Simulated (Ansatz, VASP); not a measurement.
Two plane-wave programs on Lu2AlSb2

INCAR

```
ALGO     = Normal         # electronic algorithm
EDIFF    = 1E-7           # SCF threshold, eV
EDIFFG   = -0.001         # ionic threshold
ENCUT    = 600            # plane-wave cutoff, eV
GGA      = PE             # functional
IBRION   = 2              # ionic algorithm
ISIF     = 3              # what is computed and relaxed
ISMEAR   = 1              # smearing method
IVDW     = 13             # dispersion correction
LASPH    = T              # aspherical terms in the spheres
LCHARG   = F              # write CHGCAR
LREAL    = F              # projectors in reciprocal space
LWAVE    = F              # write WAVECAR
NELM     = 60             # most SCF steps
NSW      = 60             # ionic steps
PREC     = Accurate       # precision mode
SIGMA    = 0.0161         # smearing width, eV
```

The input KPOINTS:

```
k-points
0
Gamma
  5 5 5
```

The input POSCAR:

```
Lu2AlSb2
1.0
    0.0000000000      0.0000000000      4.4137410000
    4.6420950000     -3.1230440000      2.2068700000
    4.6420950000      3.1230440000     -2.2068700000
Lu Sb Al
2 2 1
Direct
    0.5000000000      0.7111300000      0.7111300000
    0.5000000000      0.2888700000      0.2888700000
    0.7893000000      0.7107000000      0.2893000000
    0.2107000000      0.2893000000      0.7107000000
    0.0000000000      0.0000000000      0.0000000000
```

Input for Ansatz:

```yaml
crystal:
  lattice:
    - [0.0, 0.0, 4.413741]
    - [4.642095, -3.123044, 2.20687]
    - [4.642095, 3.123044, -2.20687]
  atoms:
    - { symbol: Lu, position: [0.5, 0.71113, 0.71113] }
    - { symbol: Lu, position: [0.5, 0.28887, 0.28887] }
    - { symbol: Sb, position: [0.7893, 0.7107, 0.2893] }
    - { symbol: Sb, position: [0.2107, 0.2893, 0.7107] }
    - { symbol: Al, position: [0.0, 0.0, 0.0] }
  symmetry: { tolerance: 0.0003 }
kpoints:
  mp_grid: { grid: [5, 5, 5], shift: [0, 0, 0] }
magnetization:
  spin_polarized: false
scf:
  occupations: { method: cold, width: 0.0161 }
hamiltonian:
  pseudopotentials: { kind: paw }
  xc: pbe
  dispersion: d4
basis:
  ecutwfc: 420
output:
  forces: true
  stress: true
  eigenvalues: true
relax:
  max_steps: 40
  cell: {}
  f_tol: 0.001
  max_displacement: 0.1
```

Alike in both runs: task relaxation of cell and atoms; functional PBE; dispersion D4; k mesh 5 × 5 × 5; no spin polarisation.

|  | VASP | Ansatz |
| --- | --- | --- |
| version | VASP 6.6.1 | Ansatz 0.2.0 |
| potentials or method | VASP PAW PBE potentials, release 64 (Lu, Sb, Al), cutoff 600 eV | PAW plane waves |
| occupations | methfessel-paxton of order 1, width 0.0161 eV | cold, width 0.0161 eV |
| valence electrons in the cell | 63 | 83 |

VASP gave:

```
gap on the k mesh at the Fermi level, each at its own relaxed structure (eV) : none
relaxed volume (Å³/atom)                                                     : 23.95
relaxed length of the cell vector where the two differ most in proportion (Å)              : 3.989
```

Problem. Estimate Ansatz's values.

Solution. gap on the k mesh at the Fermi level, each at its own relaxed structure (eV): none; relaxed volume (Å³/atom): 23.88; relaxed length of the cell vector where the two differ most in proportion (Å): 3.985.

A gap of «none» marks a metal or a gap that the smearing closes. VASP's potentials hold 63 valence electrons a cell and Ansatz's 83, so a difference there can come from the potentials and not from the codes.

Spin-orbit coupling is off throughout.
